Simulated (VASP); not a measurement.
# Ir (P6_3/mmc) in VASP: settings compared, part 2 of 2

VASP 6.6.1.

### Step 3. Single point, HF

POSCAR reads:

```
Ir
1.0
    2.7513778946      0.0000000000      0.0000000000
   -1.3756889473      2.3827631521      0.0000000000
    0.0000000000      0.0000000000      4.4622900000
Ir
2
Direct
    0.3333333333      0.6666666667      0.2500000000
    0.6666666667      0.3333333333      0.7500000000
```

INCAR.step1 reads:

```
PREC = Accurate
ENCUT = 520
EDIFF = 1E-5
ISMEAR = -1
SIGMA = 0.05
LREAL = False
LASPH = True
NELM = 80
ALGO = Normal
ISIF = 2
LWAVE = True
NBANDS = 16
GGA = PE
```

INCAR.step2 reads:

```
PREC = Accurate
ENCUT = 520
EDIFF = 1E-7
ISMEAR = -1
SIGMA = 0.05
LREAL = False
LASPH = True
NELM = 80
ALGO = Normal
ISIF = 2
LWAVE = False
LCHARG = True
GGA = PE
LHFCALC = True
AEXX = 1.0
ALDAC = 0.0
AGGAC = 0.0
PRECFOCK = Normal
LELF = True
LVHAR = True
NBANDS = 16
ISTART = 1
```

KPOINTS reads:

```
regular mesh
0
Gamma
  6 6 3
```

Potentials or basis: VASP PAW PBE potentials, release 64 (Ir).

Run with:

```sh
> cat potpaw_PBE.64/Ir/POTCAR > POTCAR
> cp INCAR.step1 INCAR
> mpirun -np 1 vasp_std > vasp.out
> cp INCAR.step2 INCAR
> mpirun -np 1 vasp_std > vasp.out
```

OUTCAR:

```text
PREC = Accurate
   ENCUT = 520
   EDIFF = 1E-7
   ISMEAR = -1
   LREAL = False
   LASPH = True
   NELM = 80
   ISIF = 2
   GGA = PE
   LHFCALC = True
   AEXX = 1.0
   PRECFOCK = Normal
   ISTART = 1

 ion  position               nearest neighbor table
   1  0.333  0.667  0.250-   2 2.74   2 2.74   2 2.74   2 2.74   2 2.74   2 2.74
   2  0.667  0.333  0.750-   1 2.74   1 2.74   1 2.74   1 2.74   1 2.74   1 2.74

[... 453 lines left out ...]
     16      27.1593      0.00000

------------------------ aborting loop because EDIFF is reached ----------------------------------------

  FORCE on cell =-STRESS in cart. coord.  units (eV):
  Direction    XX          YY          ZZ          XY          YZ          ZX
  --------------------------------------------------------------------------------------
  -------------------------------------------------------------------------------------
  Total       -0.9486009     -0.9486009     -4.7663184      0.0000000      0.0000000      0.0000000
  in kB      -51.9523518    -51.9523518   -261.0385939      0.0000000      0.0000000      0.0000000
  external PRESSURE =    -121.6477658 kB  Pullay stress =       0.0000000 kB

 VOLUME and BASIS-vectors are now :
 -----------------------------------------------------------------------------
  energy-cutoff  :      520.00
  volume of cell :       29.25
      direct lattice vectors                 reciprocal lattice vectors
     2.751377895  0.000000000  0.000000000     0.363454254  0.209840411  0.000000000
    -1.375688947  2.382763152  0.000000000     0.000000000  0.419680823  0.000000000
     0.000000000  0.000000000  4.462290000     0.000000000  0.000000000  0.224100182

 POSITION                                       TOTAL-FORCE (eV/Angst)
 -----------------------------------------------------------------------------------
     -0.00000      1.58851      1.11557        -0.000000     -0.000000      0.000000
      1.37569      0.79425      3.34672         0.000000      0.000000     -0.000000
 -----------------------------------------------------------------------------------
    total drift:                               -0.000000     -0.000000      0.000000

  FREE ENERGIE OF THE ION-ELECTRON SYSTEM (eV)
  ---------------------------------------------------
  free  energy   TOTEN  =       -29.0338413225 eV

  energy  without entropy=      -29.0224693124  energy(sigma->0) =      -29.02815532
```

OSZICAR.step1:

```text
N       E                     dE             d eps       ncg     rms          rms(c)
DAV:   1     0.142283683427E+03    0.14228E+03   -0.84140E+03   448   0.113E+03
DAV:   2    -0.149260646936E+02   -0.15721E+03   -0.13980E+03   448   0.303E+02
DAV:   3    -0.186486415481E+02   -0.37226E+01   -0.36690E+01   576   0.563E+01
DAV:   4    -0.186887359049E+02   -0.40094E-01   -0.40089E-01   528   0.495E+00
DAV:   5    -0.186899202589E+02   -0.11844E-02   -0.11843E-02   632   0.880E-01    0.200E+01
DAV:   6    -0.177071074219E+02    0.98281E+00   -0.12686E+00   512   0.145E+01    0.813E+00
DAV:   7    -0.175608820449E+02    0.14623E+00   -0.34720E-01   576   0.709E+00    0.237E+00
DAV:   8    -0.175575016204E+02    0.33804E-02   -0.42550E-03   512   0.554E-01    0.199E+00
DAV:   9    -0.175484838132E+02    0.90178E-02   -0.10004E-02   536   0.124E+00    0.590E-02
DAV:  10    -0.175484578061E+02    0.26007E-04   -0.10628E-04   640   0.106E-01    0.397E-02
DAV:  11    -0.175484574314E+02    0.37469E-06   -0.18219E-05   416   0.518E-02
   1 F= -.17548457E+02 E0= -.17535994E+02  d E =-.249268E-01
```

It took 48 min on 1 thread of Intel Xeon 8259CL, shared host; peak memory 0.17 GiB.

What came out:

| Quantity | Value |
| --- | --- |
| Free energy | -29.0338 eV |
| Pressure | -12.2 GPa |
| Band gap on the k mesh | zero (bands 9 and 10 overlap by 7.74 eV) |

Caveat: the k points lie up to 0.47 Å⁻¹ apart, too coarse for converged energies and pressures of a metal; the PAW data sets were made with another functional, which shifts forces and pressure a little; spin-orbit coupling is left out, which moves the levels of the heavy elements.

### Step 4. Single point, PBE, non-collinear spin, zero start, spin-orbit coupling

INCAR reads:

```
SYSTEM = Ir
  ALGO = Normal
  EDIFF = 1E-6
  ENCUT = 560
  GGA = PE
  GGA_COMPAT = .FALSE.
  ISIF = 2
  ISMEAR = -1
  LASPH = .TRUE.
  LCHARG = .FALSE.
  LMAXMIX = 4
  LNONCOLLINEAR = .TRUE.
  LORBIT = 11
  LORBMOM = .TRUE.
  LREAL = .FALSE.
  LSORBIT = .TRUE.
  LWAVE = .FALSE.
  MAGMOM = 0 0 0 0 0 0
  NBANDS = 46
  NELM = 200
  PREC = Accurate
  SIGMA = 0.05
```

KPOINTS reads:

```
k-points
0
G
  8 8 5
  0 0 0
```

POSCAR is that of step 3.

Potentials or basis: VASP PAW PBE potentials, release 64 (Ir_sv_GW).

Run with:

```sh
> cat potpaw_PBE.64/Ir_sv_GW/POTCAR > POTCAR
> mpirun -np 1 vasp_ncl > vasp.out
```

Wall time 94 s (1 thread of Intel Xeon Platinum 8375C at 2.90GHz (Ice Lake), shared host); peak memory 0.27 GiB.

Results (log left out):

```
Free energy                                           : -22.7039 eV
Pressure                                              : -0.4 GPa
Net moment                                            : 0.00 μB per cell
Valence electrons inside the program's atomic spheres : Ir 16.22
```

Stress tensor (GPa, compression positive):
```
-0.47  0.00  0.00
 0.00 -0.47  0.00
 0.00  0.00 -0.37
```

Moments on the atoms (μB; x, y, z):
```
Ir  0.00 0.00 0.00
Ir  0.00 0.00 0.00
```

### Step 5. Single point, r2SCAN

This run uses another cell than the first one, of 15.21 Å³/atom.

POSCAR reads:

```
Ir
1.0
    2.7875843874      0.0000000000      0.0000000000
   -1.3937921937      2.4141188946      0.0000000000
    0.0000000000      0.0000000000      4.5210110761
Ir
2
Direct
    0.3333333333      0.6666666667      0.2500000000
    0.6666666667      0.3333333333      0.7500000000
```

INCAR.step1 reads:

```
PREC = Accurate ; ENCUT = 620
ISMEAR = -1 ; SIGMA = 0.05
LREAL = F ; LASPH = T
NELM = 120 ; NBANDS = 24
GGA = PE ; ALGO = Normal
EDIFF = 1E-5 ; LWAVE = T
LCHARG = F ; GGA_COMPAT = F
```

INCAR.step2 reads:

```
PREC = Accurate ; ENCUT = 620
EDIFF = 1E-6 ; ISMEAR = -1
SIGMA = 0.05 ; LREAL = F
LASPH = T ; NELM = 120
ALGO = Normal ; ISIF = 2
LWAVE = F ; LCHARG = T
METAGGA = R2SCAN ; LMIXTAU = T
LELF = T ; LVHAR = T
NBANDS = 24 ; ISTART = 1
GGA_COMPAT = F
```

KPOINTS reads:

```
regular mesh
0
Gamma
  11 11 6
```

Run with:

```sh
> cat potpaw_PBE.64/Ir_sv_GW/POTCAR > POTCAR
> cp INCAR.step1 INCAR
> mpirun -np 1 vasp_std > vasp.out
> cp INCAR.step2 INCAR
> mpirun -np 1 vasp_std > vasp.out
```

It took 3.5 min on 1 thread of Intel Xeon Platinum 8375C at 2.90GHz (Ice Lake), shared host; peak memory 0.2 GiB.

It converged, with:

* Free energy: -105.4891 eV
* Pressure: -21.1 GPa
* Band gap on the k mesh: zero (bands 17 and 18 overlap by 2.97 eV)

Stress tensor (GPa, compression positive):
```
-20.83   0.00   0.00
  0.00 -20.83   0.00
  0.00   0.00 -21.64
```

Levels at points of the mesh, in eV from the Fermi level:
```tsv
k point	band 14	band 15	band 16	band 17	band 18	band 19	band 20	band 21
(0.00, 0.00, 0.00)	-2.96	-2.96	-2.22	-2.22	-0.57	0.26	0.26	6.82
(0.00, 0.00, 0.50)	-3.68	-3.68	-3.68	-0.45	-0.45	-0.45	-0.45	13.86
```

Caveat: the cell stands under tension; the PAW data sets were made with another functional, which shifts forces and pressure a little; spin-orbit coupling is left out, which moves the levels of the heavy elements.

### Step 6. Single point, LDA, non-collinear spin, zero start, spin-orbit coupling

INCAR reads:

```
SYSTEM = Ir
  PREC = Accurate
  ENCUT = 560
  EDIFF = 1E-6
  ISMEAR = -1
  SIGMA = 0.05
  LREAL = .FALSE.
  LASPH = .TRUE.
  NELM = 200
  ALGO = Normal
  ISIF = 2
  LWAVE = .FALSE.
  LCHARG = .TRUE.
  LNONCOLLINEAR = .TRUE.
  MAGMOM = 0 0 0 0 0 0
  LORBIT = 11
  LSORBIT = .TRUE.
  GGA_COMPAT = .FALSE.
  LORBMOM = .TRUE.
  LMAXMIX = 4
  LVHAR = .TRUE.
  NBANDS = 46
```

KPOINTS reads:

```
regular mesh
0
G
  8 8 5
  0 0 0
```

POSCAR reads:

```
Ir
1.0
    2.7513778946      0.0000000000      0.0000000000
   -1.3756889473      2.3827631521      0.0000000000
    0.0000000000      0.0000000000      4.4622900000
Ir
2
Direct
    0.3333333333      0.6666666667      0.2500000000
    0.6666666667      0.3333333333      0.7500000000
```

Potentials or basis: VASP PAW LDA potentials, release 64 (Ir_sv_GW).

Run with:

```sh
> cat potpaw_LDA.64/Ir_sv_GW/POTCAR > POTCAR
> mpirun -np 1 vasp_ncl > vasp.out
```

Wall time 76 s (1 thread of Intel Xeon Platinum 8259CL at 2.50GHz (Skylake/Cascade Lake), shared host); peak memory 0.23 GiB.

It converged, with:

```
Free energy                                           : -25.6491 eV
Pressure                                              : -15.5 GPa
Net moment                                            : 0.00 μB per cell
Valence electrons inside the program's atomic spheres : Ir 16.25
```

Stress tensor (GPa, compression positive):
```
-15.50   0.00   0.00
  0.00 -15.50   0.00
  0.00   0.00 -15.61
```

Moments on the atoms (μB; x, y, z):
```
Ir  0.00 0.00 0.00
Ir  0.00 0.00 0.00
```

Caveat: the cell stands under tension.

### Step 7. The runs side by side

```csv
level,potentials or basis,spin,cell,k mesh,cutoff (eV),grid for exact exchange (PRECFOCK),share of exact exchange,gap on the mesh (eV),pressure (GPa),moment (μB)
r2SCAN50,"VASP PAW PBE potentials, release 64 (Ir)",off,"a = 2.751, b = 2.751, c = 4.462 Å, angles 90.0, 90.0, 120.0°, 2 atoms",6 × 6 × 3,520,Normal,0.5,none,-26.3,-
HF,"VASP PAW PBE potentials, release 64 (Ir)",off,"a = 2.751, b = 2.751, c = 4.462 Å, angles 90.0, 90.0, 120.0°, 2 atoms",6 × 6 × 3,520,Normal,1,none,-12.2,-
PBE,"VASP PAW PBE potentials, release 64 (Ir_sv_GW)","non-collinear, zero start, SOC","a = 2.751, b = 2.751, c = 4.462 Å, angles 90.0, 90.0, 120.0°, 2 atoms",8 × 8 × 5,560,-,-,-,-0.4,0.00
r2SCAN,"VASP PAW PBE potentials, release 64 (Ir_sv_GW)",off,"a = 2.788, b = 2.788, c = 4.521 Å, angles 90.0, 90.0, 120.0°, 2 atoms",11 × 11 × 6,620,-,-,none,-21.1,-
LDA,"VASP PAW LDA potentials, release 64 (Ir_sv_GW)","non-collinear, zero start, SOC","a = 2.751, b = 2.751, c = 4.462 Å, angles 90.0, 90.0, 120.0°, 2 atoms",8 × 8 × 5,560,-,-,-,-15.5,0.00
```

Alike in all rows: task single point; smearing fermi-dirac 0.05 eV.

Caveats: some runs use coarse meshes; the PAW data sets were made with another functional, which shifts forces and pressure a little (at least some runs); spin-orbit coupling is left out, which moves the levels of the heavy elements (at least some runs); the cell stands under tension (at least some runs).

Absolute energies hang on the potentials; compare differences alone.
